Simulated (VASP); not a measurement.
HfO2: single point with r2SCAN

The system is HfO2.

```
Hf O
1.0
     3.54923    0.00000    0.00000
     0.00000    3.54923    0.00000
     0.00000    0.00000    5.12537
Hf O
2 4
Direct
  0.50000 0.50000 0.50000
  0.00000 0.00000 0.00000
  0.00000 0.50000 0.70278
  0.50000 0.00000 0.79722
  0.50000 0.00000 0.29722
  0.00000 0.50000 0.20278
```

This cell differs from its parent crystal: volume scaled by 0.97, then relaxed in part.

- Program: VASP 6.6.1
- Task: single point
- Functional: r2SCAN
- Potentials or basis: VASP PAW PBE potentials, release 64 (Hf_pv, O)
- Cutoff: 520 eV
- k mesh: 6 × 6 × 6
- Occupations: gaussian, width 0.02 eV
- Spin: no spin polarisation
- Dipole correction: no
- Further INCAR settings: ALGO = Normal; EDIFF = 1e-06; NBANDS = 31

```
Pressure               : 2.6 GPa
Largest force          : 0.057 eV/Å
Band gap on the k mesh : 5.24 eV, indirect (least direct gap 5.34 eV)
```

Forces in eV/Å, atoms in the order of the input:
```
Hf   0.000  0.000  0.000
Hf   0.000  0.000  0.000
O    0.000  0.000 -0.057
O    0.000  0.000  0.057
O    0.000  0.000  0.057
O    0.000  0.000 -0.057
```

Stress tensor (GPa, compression positive):
```
2.54 0.00 0.00
0.00 2.54 0.00
0.00 0.00 2.73
```

Levels at points of the mesh, in eV from the valence-band top:
```csv
k point,band 20,band 21,band 22,band 23,band 24,band 25
"(0.00, 0.00, 0.00)",-0.13,-0.10,-0.10,5.24,5.26,6.37
"(0.50, 0.00, 0.00)",-1.53,-0.15,-0.15,5.64,5.64,6.70
"(0.50, 0.50, 0.00)",-0.85,-0.37,-0.37,6.14,6.14,6.73
"(0.00, 0.00, 0.50)",-0.62,-0.02,-0.02,5.95,5.95,6.20
"(0.50, 0.00, 0.50)",-1.45,-1.06,-1.06,5.81,5.81,6.14
"(0.50, 0.50, 0.50)",-1.38,0.00,0.00,6.53,6.53,6.74
```

Run time: 4 min on 1 thread of Intel(R) Xeon(R) Platinum 8259CL CPU @ 2.50GHz (Skylake/Cascade Lake) (shared host), peak memory 0.22 GiB.

Caveat: the PAW data sets were made with another functional, which shifts forces and pressure a little; spin-orbit coupling is left out, which moves the levels of the heavy elements. A k mesh can miss the band edges.
